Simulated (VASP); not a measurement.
Set up this calculation in VASP 6.6.1, as the native input.

| Quantity | Value |
| --- | --- |
| Task | single point |
| Functional | PBE |
| Potentials or basis | VASP PAW PBE potentials, release 64 (Cs_sv, Re) |
| Cutoff | 520 eV |
| k mesh | 12 × 12 × 12 |
| Occupations | gaussian, width 0.1 eV |
| Spin | no spin polarisation |
| Dipole correction | no |
| Further INCAR settings | ALGO = Fast; EDIFF = 1e-07; NBANDS = 32 |

The structure of CsRe2 lies in POSCAR:

```
CsRe2
1.0
   -2.5641962410      2.5641962410      6.1409113310
    2.5641962410     -2.5641962410      6.1409113310
    2.5641962410      2.5641962410     -6.1409113310
Cs Re
2 4
Direct
    0.0000000000      0.0000000000      0.0000000000
    0.7500000000      0.2500000000      0.5000000000
    0.4081727937      0.4081727937      0.0000000000
    0.1581727937      0.6581727937      0.5000000000
    0.3418272063      0.8418272063      0.5000000000
    0.5918272063      0.5918272063      0.0000000000
```

These files were run (other wordings do the same):

INCAR

```
PREC     = Accurate       # precision mode
ENCUT    = 520            # plane-wave cutoff, eV
EDIFF    = 1E-7           # SCF threshold, eV
ISMEAR   = 0              # smearing method
SIGMA    = 0.1            # smearing width, eV
LREAL    = False          # projectors in reciprocal space
LASPH    = True           # aspherical terms in the spheres
NELM     = 80             # most SCF steps
ALGO     = Fast           # electronic algorithm
ISIF     = 2              # what is computed and relaxed
LWAVE    = False          # write WAVECAR
LCHARG   = False          # write CHGCAR
GGA      = PE             # functional
NBANDS   = 32             # bands
```

KPOINTS

```
regular mesh
0
Gamma
  12 12 12
```

Potentials or basis: VASP PAW PBE potentials, release 64 (Cs_sv, Re).

Command:

```console
$ cat potpaw_PBE.64/Cs_sv/POTCAR potpaw_PBE.64/Re/POTCAR > POTCAR
$ mpirun -np 1 vasp_std > vasp.out
```

Results of the run:

```yaml
Pressure: -0.6 GPa
Largest_force: 0.542 eV/Å
Band_gap_on_the_k_mesh: zero (bands 23 and 24 overlap by 1.20 eV)
```

Caveat: spin-orbit coupling is left out, which moves the levels of the heavy elements.

It took 30 min on 1 thread of Intel(R) Xeon(R) 6975P-C (Granite Rapids), on a shared host, peak memory 0.91 GiB.
